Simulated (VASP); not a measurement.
Runs of VASP 6.6.1 on Sr3Ag. The structure is that of space group Pm-3m (No. 221), or close to it. The cells are those of the table. 

```csv
cell,gap on the mesh (eV),pressure (GPa)
"a = 5.301 Å, 4 atoms",none,1.9
"a = 5.581 Å, 4 atoms",none,-0.7
"a = 5.350 Å, 4 atoms",none,(b)
"a = 5.398 Å, 4 atoms",none,0.8
"a = 5.668 Å, 4 atoms",none,(a)
"a = 5.625 Å, 4 atoms",none,-1.0
```

Alike in all rows: task single point; level PBE; potentials or basis VASP PAW PBE potentials, release 64 (Sr_sv, Ag); no spin polarisation; k mesh 4 × 4 × 4; cutoff (eV) 520; smearing methfessel-paxton 0.1 eV.

Task: Fill in the values left out.

Result: (a) -1.3; (b) 1.3.

A k mesh can miss the band edges, and the runs leave out spin-orbit coupling on Ag, Sr.

A gap of «none» marks levels without a gap at the run's occupations.
